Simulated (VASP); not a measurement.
NiMoIrPdW, 10 atoms in the cell. Symmetry: P-3m1, No. 164, trigonal system. Conventional cell: a = 2.747 Å, b = 2.747 Å, c = 21.788 Å, α = 90.00°, β = 90.00°, γ = 120.00°. Ni (site symmetry 3m) has 3 Mo at 2.53 Å and 3 Pd at 2.61 Å and 6 Ni at 2.75 Å within 3.3 Å. Within 3.3 Å of Mo (site symmetry 3m) lie 3 Ni at 2.53 Å and 3 Ir at 2.74 Å and 6 Mo at 2.75 Å. Within 3.4 Å of Pd (site symmetry 3m) lie 3 Ni at 2.61 Å and 9 Pd at 2.75 to 2.80 Å. Ir (site symmetry 3m) has 3 Mo at 2.74 Å and 3 W at 2.74 Å and 6 Ir at 2.75 Å within 3.6 Å. W (site symmetry 3m) has 3 Ir at 2.74 Å and 9 W at 2.75 to 2.91 Å within 3.6 Å. 

- Program: VASP 6.6.1
- Task: single point
- Functional: PBE
- Dispersion: D3(BJ)
- Potentials or basis: VASP PAW PBE potentials, release 64 (Ni, Mo_sv, Pd, Ir, W_sv)
- Cutoff: 520 eV
- k mesh: 8 × 8 × 1
- Occupations: fermi-dirac, width 0.05 eV
- Spin: collinear spin, ferromagnetic start
- Starting moments: [1.0, 1.0, 1.0, 1.0, 0.0, 0.0, 0.6, 0.6, 0.0, 0.0] μB
- Dipole correction: no
- Further INCAR settings: ALGO = Normal; EDIFF = 1e-06; NBANDS = 72

Potentials or basis: VASP PAW PBE potentials, release 64 (Ni, Mo_sv, Pd, Ir, W_sv).

The run is started by

```console
$ cat potpaw_PBE.64/Ni/POTCAR potpaw_PBE.64/Mo_sv/POTCAR potpaw_PBE.64/Pd/POTCAR potpaw_PBE.64/Ir/POTCAR potpaw_PBE.64/W_sv/POTCAR > POTCAR
$ mpirun -np 1 vasp_std > vasp.out
```

Hardware: 1 thread of Intel(R) Xeon(R) Platinum 8259CL CPU @ 2.50GHz (Skylake/Cascade Lake), on a shared host.

Task: How long does it take, and how much memory?

Result: Run time: 10 min on 1 thread of Intel(R) Xeon(R) Platinum 8259CL CPU @ 2.50GHz (Skylake/Cascade Lake), on a shared host, peak memory 0.42 GiB. Counts: scf iterations 36, k points 10.
